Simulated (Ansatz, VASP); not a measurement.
**One calculation of Zr, two programs**

Contents of INCAR:

```
SYSTEM = Zr
PREC = Accurate ; ENCUT = 520
EDIFF = 1E-6 ; ISMEAR = 0
SIGMA = 0.15 ; LREAL = .FALSE.
LASPH = .TRUE. ; NELM = 100
ALGO = Fast ; ISIF = 2
LWAVE = .FALSE. ; LCHARG = .FALSE.
GGA = PE ; NBANDS = 19
```

Contents of KPOINTS:

```
Automatic mesh
0
G
  18 18 10
  0 0 0
```

Contents of POSCAR:

```
Zr
1.0
    3.2319982225      0.0000000000      0.0000000000
   -1.6159991112      2.7989925657      0.0000000000
    0.0000000000      0.0000000000      5.1470000000
Zr
2
Direct
    0.2261519125      0.4523038251      0.2500000000
    0.6666666667      0.3333333333      0.7500000000
```

Input for Ansatz:

```yaml
crystal:
  lattice:
    - [3.2319982225, 0.0, 0.0]
    - [-1.6159991112, 2.7989925657, 0.0]
    - [0.0, 0.0, 5.147]
  atoms:
    - { symbol: Zr, position: [0.2261519125, 0.4523038251, 0.25] }
    - { symbol: Zr, position: [0.6666666667, 0.3333333333, 0.75] }
basis:
  ecutwfc: 420
kpoints:
  mp_grid: { grid: [18, 18, 10] }
hamiltonian:
  xc: pbe
scf:
  occupations: { method: gaussian, width: 0.15 }
output:
  forces: true
  stress: true
  eigenvalues: true
```

Alike in both runs: task single point; functional PBE; k mesh 18 × 18 × 10; occupations gaussian, width 0.15 eV; no spin polarisation.

|  | VASP | Ansatz |
| --- | --- | --- |
| version | VASP 6.6.1 | Ansatz 0.2.0 |
| potentials or method | VASP PAW PBE potentials, release 64 (Zr_sv), cutoff 520 eV | scalar-relativistic, plane waves, PAW |
| valence electrons in the cell | 24 | 24 |

VASP gave:

| Property | Result |
| --- | --- |
| gap on the k mesh at the Fermi level (eV) | none |
| pressure (GPa) | -0.6 |
| traceless stress, the component that is largest in VASP (GPa) | -2.34 |
| rms of the force components (eV/Å) | 0.129 |

Which values does Ansatz return?

gap on the k mesh at the Fermi level (eV): none; pressure (GPa): -0.6; traceless stress, the component that is largest in VASP (GPa): -2.33; rms of the force components (eV/Å): 0.128.

Atom by atom the forces differ by 0.001 eV/Å (rms over components). A gap of «none» marks a metal or a gap that the smearing closes.
